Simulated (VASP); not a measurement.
Input of a VASP 6.6.1 run:

File POSCAR:

```
SiNi2
1.0
    3.8385318304      0.0000000000      0.0000000000
   -1.9192659152      3.3242660784      0.0000000000
    0.0000000000      0.0000000000      5.1238835809
Si Ni
2 4
Direct
    0.3333333339      0.6666666661      0.7500000000
    0.6666666661      0.3333333339      0.2500000000
    0.0000000000      0.0000000000      0.0000000000
    0.0000000000      0.0000000000      0.5000000000
    0.3333333345      0.6666666655      0.2500000000
    0.6666666655      0.3333333345      0.7500000000
```

The input INCAR.step1:

```
PREC = Accurate
ENCUT = 520
ISMEAR = 0
SIGMA = 0.1
LREAL = False
LASPH = True
NELM = 100
NBANDS = 33
GGA = PE
ALGO = Normal
EDIFF = 1E-4
LWAVE = True
LCHARG = False
```

File INCAR.step2:

```
PREC = Accurate
ENCUT = 520
EDIFF = 1E-6
ISMEAR = 0
SIGMA = 0.1
LREAL = False
LASPH = True
NELM = 100
ALGO = Normal
ISIF = 2
LWAVE = False
LCHARG = True
METAGGA = R2SCAN
LMIXTAU = True
LELF = True
LVHAR = True
NBANDS = 33
ISTART = 1
```

Contents of KPOINTS:

```
regular mesh
0
Gamma
  12 12 8
```

Potentials or basis: VASP PAW PBE potentials, release 64 (Si, Ni).

Command:

```console
$ cat potpaw_PBE.64/Si/POTCAR potpaw_PBE.64/Ni/POTCAR > POTCAR
$ cp INCAR.step1 INCAR
$ mpirun -np 1 vasp_std > vasp.out
$ cp INCAR.step2 INCAR
$ mpirun -np 1 vasp_std > vasp.out
```

**Question.** What does it give for the band gap on the k mesh?

**Answer.** Zero (bands 24 and 25 overlap by 3.87 eV).

**Question.** What does it give for the pressure?

**Answer.** -3.0 GPa.

Stress tensor (GPa, compression positive):
```
 0.39  0.00  0.00
 0.00  0.39  0.00
 0.00  0.00 -9.66
```

Caveat: the cell differs from its parent crystal (uniaxial strain along c: +4.0 %, then relaxed in part); the PAW data sets were made with another functional, which shifts forces and pressure a little. Spin polarisation is off, so any magnetic state and its effect on volume and gap are missing.
